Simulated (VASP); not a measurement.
# SiO2 (P4_2/mnm) in VASP: further runs, part 2 of 2

VASP 6.6.1. The steps go on from the part before.

## 3. Single point, LDA

This run uses another cell than the first one, of 7.64 Å³/atom.

The input, INCAR:

```
PREC = Accurate
ENCUT = 910
EDIFF = 1E-6
ISMEAR = 0
SIGMA = 0.05
LREAL = F
LASPH = T
NELM = 120
ALGO = Normal
ISIF = 2
LWAVE = F
LCHARG = F
NBANDS = 25
GGA_COMPAT = F
```

The input, KPOINTS:

```
Automatic mesh
0
Gamma
  6 6 8
```

The input, POSCAR:

```
SiO2
1.0
    4.2549000000      0.0000000000      0.0000000000
    0.0000000000      4.2549000000      0.0000000000
    0.0000000000      0.0000000000      2.5336000000
Si O
2 4
Direct
    0.5000000000      0.5000000000      0.5000000000
    0.0000000000      0.0000000000      0.0000000000
    0.6944252994      0.6944252994      0.0000000000
    0.1944252994      0.8055747006      0.5000000000
    0.3055747006      0.3055747006      0.0000000000
    0.8055747006      0.1944252994      0.5000000000
```

Potentials or basis: VASP PAW LDA potentials, release 64 (Si, O_h).

Launch:

```
$ cat potpaw_LDA.64/Si/POTCAR potpaw_LDA.64/O_h/POTCAR > POTCAR
$ mpirun -np 1 vasp_std > vasp.out
```

OUTCAR:

```text
PREC = Accurate
   ENCUT = 910
   EDIFF = 1E-6
   ISMEAR = 0
   LREAL = F
   LASPH = T
   NELM = 120
   ISIF = 2

 ion  position               nearest neighbor table
   1  0.500  0.500  0.500-   3 1.72   5 1.72   3 1.72   5 1.72   4 1.84   6 1.84
   2  0.000  0.000  0.000-   4 1.72   6 1.72   4 1.72   6 1.72   5 1.84   3 1.84
   3  0.694  0.694  0.000-   1 1.72   1 1.72   2 1.84
   4  0.194  0.806  0.500-   2 1.72   2 1.72   1 1.84
   5  0.306  0.306  0.000-   1 1.72   1 1.72   2 1.84
   6  0.806  0.194  0.500-   2 1.72   2 1.72   1 1.84

  LATTYP: Found a simple tetragonal cell.
 ALAT       =     4.2549000000
 C/A-ratio  =     0.5954546523

  Lattice vectors:

 A1 = (   4.2549000000,   0.0000000000,   0.0000000000)
 A2 = (   0.0000000000,   4.2549000000,   0.0000000000)
 A3 = (   0.0000000000,   0.0000000000,   2.5336000000)

Analysis of symmetry for initial positions (statically):
=====================================================================
 Subroutine PRICEL returns:
 Original cell was already a primitive cell.

 Routine SETGRP: Setting up the symmetry group for a
 simple tetragonal supercell.

 Subroutine GETGRP returns: Found 16 space group operations
 (whereof  8 operations were pure point group operations)
 out of a pool of 16 trial point group operations.

The static configuration has the point symmetry D_2h.
 The point group associated with its full space group is D_4h.

Analysis of symmetry for dynamics (positions and initial velocities):
=====================================================================
 Subroutine PRICEL returns:
 Original cell was already a primitive cell.

 Routine SETGRP: Setting up the symmetry group for a
 simple tetragonal supercell.

 Subroutine GETGRP returns: Found 16 space group operations
 (whereof  8 operations were pure point group operations)
 out of a pool of 16 trial point group operations.

[... 125 lines left out ...]
   EFERMI_NEDOS =   21; number of points for ismear=-14 and -15
   IALGO  =     38    algorithm
   IMIX   =      4    mixing-type and parameters
     AMIX     =   0.40;   BMIX     =  1.00
     AMIX_MAG =   1.60;   BMIX_MAG =  1.00
  volume/ion in A,a.u.               =       7.64        51.59
  Fermi-wavevector in a.u.,A,eV,Ry     =   1.451953  2.743793 28.683362  2.108168
  Thomas-Fermi vector in A             =   2.569391
   LORBIT       =      0    0 simple, 1 ext, 2 COOP (PROOUT), +10 PAW based schemes
   GGA     = CA    functional components
   LHFCALC =     F    Hartree Fock is set to
   AEXX    =    0.0000 exact exchange contribution
   IVDW    =     0    specifies the selected vdW correction
   LEPSILON=     F    determine dielectric tensor
   LRPA    =     F    only Hartree local field effects (RPA)
 non-spin polarized calculation
 Gauss-broadening in eV      SIGMA  =   0.05
  energy-cutoff  :      910.00
  volume of cell :       45.87
 maximum number of plane-waves:      2884
 NGX is ok and might be reduce to    42
   NGX = 21   NGY = 21   NGZ = 13

 number of electron      32.0000003 magnetization

 Free energy of the ion-electron system (eV)
  ---------------------------------------------------
  ext. energy  EPLUGINS =         0.00000000
  ---------------------------------------------------
  free energy    TOTEN  =       -51.76557151 eV

  energy without entropy =      -51.76557151  energy(sigma->0) =      -51.76557151

 E-fermi :   9.0729     XC(G=0): -12.7961

 val. band max:        8.8289844933   @ k =   0.0000   0.0000   0.0000
 cond. band min:      14.8614776122   @ k =   0.0000   0.0000   0.0000
 fundamental gap:      6.0324931189
 Fermi energy:         9.0729019306

 k-point     1 :       0.0000    0.0000    0.0000
  band No.  band energies     occupation
      1     -13.7348      2.00000
      2     -10.0827      2.00000
      3     -10.0827      2.00000
      4      -9.9567      2.00000
      5      -2.1556      2.00000
      6       1.9298      2.00000
[... 661 lines left out ...]
     24      22.4031      0.00000
     25      22.7517      0.00000

 [... further k-points ...]
[... 5 lines left out ...]
  --------------------------------------------------------------------------------------
  -------------------------------------------------------------------------------------
  Total       -2.1857331     -2.1857331      9.0831017      0.0000000      0.0000000      0.0000000
  in kB      -76.3468190    -76.3468190    317.2692601      0.0000000      0.0000000      0.0000000
  external PRESSURE =      54.8585407 kB  Pullay stress =       0.0000000 kB

 VOLUME and BASIS-vectors are now :
 -----------------------------------------------------------------------------
  energy-cutoff  :      910.00
  volume of cell :       45.87
      direct lattice vectors                 reciprocal lattice vectors
     4.254900000  0.000000000  0.000000000     0.235023150  0.000000000  0.000000000
     0.000000000  4.254900000  0.000000000     0.000000000  0.235023150  0.000000000
     0.000000000  0.000000000  2.533600000     0.000000000  0.000000000  0.394695295

 POSITION                                       TOTAL-FORCE (eV/Angst)
 -----------------------------------------------------------------------------------
      2.12745      2.12745      1.26680         0.000000      0.000000     -0.000000
      0.00000      0.00000      0.00000         0.000000      0.000000     -0.000000
      2.95471      2.95471      0.00000        -0.268577     -0.268577     -0.000000
      0.82726      3.42764      1.26680        -0.268577      0.268577     -0.000000
      1.30019      1.30019      0.00000         0.268577      0.268577      0.000000
      3.42764      0.82726      1.26680         0.268577     -0.268577     -0.000000
 -----------------------------------------------------------------------------------
    total drift:                                0.000000     -0.000000      0.000000

  FREE ENERGIE OF THE ION-ELECTRON SYSTEM (eV)
  ---------------------------------------------------
  free  energy   TOTEN  =       -51.7655715108 eV

  energy  without entropy=      -51.7655715108  energy(sigma->0) =      -51.76557151
```

stdout:

```text
POSCAR found type information on POSCAR SiO
 POSCAR found :  2 types and       6 ions
 scaLAPACK will be used
 LDA part: xc-table for (Slater(with rela. corr.)+CA(PZ))
 , standard interpolation
 POSCAR, INCAR and KPOINTS ok, starting setup
 FFT: planning ... GRIDC
 FFT: planning ... GRID_SOFT
 FFT: planning ... GRID
 WAVECAR not read
 entering main loop
```

It took 89 s on 1 thread of Intel Xeon Platinum 8488C (Sapphire Rapids), shared host; peak memory 0.23 GiB.

Results:

| Quantity | Value |
| --- | --- |
| Free energy | -51.7656 eV |
| Pressure | 5.5 GPa |
| Largest force | 0.380 eV/Å |
| Band gap on the k mesh | 6.03 eV |

Forces in eV/Å, atoms in the order of the input:
```
Si   0.000  0.000  0.000
Si   0.000  0.000  0.000
O   -0.269 -0.269  0.000
O   -0.269  0.269  0.000
O    0.269  0.269  0.000
O    0.269 -0.269  0.000
```

Stress tensor (GPa, compression positive):
```
-7.63  0.00  0.00
 0.00 -7.63  0.00
 0.00  0.00 31.73
```

Caveat: the cutoff is under 1.25 times the usual one of these potentials, so pressure, stress and relaxed cells hold a basis-set (Pulay) error; the cell stands under pressure. A k mesh can miss the band edges.
